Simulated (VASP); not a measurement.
Write the native input for VASP 6.6.1 that does the following.

```
Task                   : single point
Functional             : LDA
Potentials or basis    : VASP PAW LDA potentials, release 64 (Sc_sv, F)
Cutoff                 : 520 eV
k mesh                 : 6 × 6 × 6
Occupations            : fermi-dirac, width 0.02 eV
Spin                   : no spin polarisation
Dipole correction      : no
Further INCAR settings : ALGO = Normal; EDIFF = 1e-06; NBANDS = 24
```

The structure of ScF3 lies in POSCAR:

```
ScF3
1.0
    4.0124500000      0.0000000000      0.0000000000
    0.0000000000      4.0124500000      0.0000000000
    0.0000000000      0.0000000000      4.0926990000
Sc F
1 3
Direct
    0.0000000000      0.0000000000      0.0000000000
    0.5000000000      0.0000000000      0.0000000000
    0.0000000000      0.5000000000      0.0000000000
    0.0000000000      0.0000000000      0.5000000000
```

This cell differs from its parent crystal: zz strain of +2 %.

The input as run:

INCAR

```
SYSTEM = ScF3
  PREC = Accurate
  ENCUT = 520
  EDIFF = 1E-6
  ISMEAR = -1
  SIGMA = 0.02
  LREAL = .False.
  LASPH = .True.
  NELM = 80
  ALGO = Normal
  ISIF = 2
  LWAVE = .False.
  LCHARG = .False.
  NBANDS = 24
```

KPOINTS

```
Automatic mesh
0
Gamma
  6 6 6
  0 0 0
```

Potentials or basis: VASP PAW LDA potentials, release 64 (Sc_sv, F).

Run with:

```bash
$ cat potpaw_LDA.64/Sc_sv/POTCAR potpaw_LDA.64/F/POTCAR > POTCAR
$ mpirun -np 1 vasp_std > vasp.out
```

Results of the run:

```json
{
  "Pressure": "-4.1 GPa",
  "Band gap on the k mesh": "6.04 eV, indirect (least direct gap 6.50 eV)"
}
```

Caveat: the cell differs from its parent crystal (zz strain of +2 %).

It took 52 s on 1 thread of Intel Xeon 6975P-C, on a shared host, peak memory 0.18 GiB.
